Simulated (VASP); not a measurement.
**Sn: electric field gradients with PBE**

Crystal: Sn.

```xyz
2
Lattice="0.0000 3.2456 3.2456 3.2456 0.0000 3.2456 3.2456 3.2456 0.0000" Properties=species:S:1:pos:R:3 pbc="T T T"
Sn    3.2456    3.2456    3.2456
Sn    4.8684    4.8684    4.8684
```

This isn't the form of Sn at room conditions, which is tetragonal (white tin).

```
Program                : VASP 6.6.1
Task                   : electric field gradients
Functional             : PBE
Potentials or basis    : VASP PAW PBE potentials, release 64 (Sn_d)
Cutoff                 : 400 eV
k mesh                 : 9 × 9 × 9
Occupations            : fermi-dirac, width 0.03 eV
Spin                   : non-collinear spin, zero start, spin-orbit coupling
Starting moments       : [[0.0, 0.0, 0.0], [0.0, 0.0, 0.0]] μB
Dipole correction      : no
Further INCAR settings : ALGO = Normal; EDIFF = 1e-08; NBANDS = 40
```

```yaml
Pressure: 3.2 GPa
Net_moment: 0.00 μB per cell
Largest_electric_field_gradient_by_atom: under 0.05 V/Å² on every atom
Valence_electrons_inside_the_program's_atomic_spheres: Sn 12.35
```

Moments on the atoms (μB; x, y, z):
```
Sn  0.00 0.00 0.00
Sn  0.00 0.00 0.00
```

It took 5.8 min on 1 thread of Intel Xeon 8259CL, with other jobs on the host, peak memory 0.32 GiB.

Caveat: the cell stands under pressure.
